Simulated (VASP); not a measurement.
Runs of VASP 6.6.1 on ZrS. The structure is that of space group I4/mmm (No. 139), or close to it. The cells are those of the table. 

| cell | gap on the mesh (eV) | pressure (GPa) |
| --- | --- | --- |
| a = 3.576, b = 3.712 Å, angles 58.7, 62.5, 58.7°, 2 atoms | none | 7.7 |
| a = 3.878, b = 3.712 Å, angles 61.4, 57.2, 61.4°, 2 atoms | none | (a) |
| a = 3.532, b = 3.712 Å, angles 58.3, 63.4, 58.3°, 2 atoms | none | 15.4 |
| a = 3.621, b = 3.712 Å, angles 59.2, 61.7, 59.2°, 2 atoms | none | 1.8 |
| a = 3.854, b = 3.712 Å, angles 61.2, 57.6, 61.2°, 2 atoms | none | -12.0 |
| a = 3.902, b = 3.712 Å, angles 61.6, 56.8, 61.6°, 2 atoms | none | (b) |

Alike in all rows: task single point; level PBEsol; potentials or basis VASP PAW PBE potentials, release 64 (Zr_sv, S); no spin polarisation; k mesh 16 × 16 × 16; cutoff (eV) 520; smearing gaussian 0.15 eV.

Problem. Estimate the missing entries.

Solution. (a) -12.5; (b) -12.9.

Caveats: the PAW data sets were made with another functional, which shifts forces and pressure a little; the stress differs along the axes, from -3 to 29 GPa (at least some runs); the stress differs along the axes, from -19 to -9 GPa (at least some runs); the stress differs along the axes, from -2 to 50 GPa (at least some runs); the stress differs along the axes, from -4 to 14 GPa (at least some runs); the stress differs along the axes, from -18 to -9 GPa (at least some runs); the stress differs along the axes, from -19 to -10 GPa (at least some runs).

A k mesh can miss the band edges, and the runs leave out spin-orbit coupling on Zr.

A gap of «none» marks levels without a gap at the run's occupations.
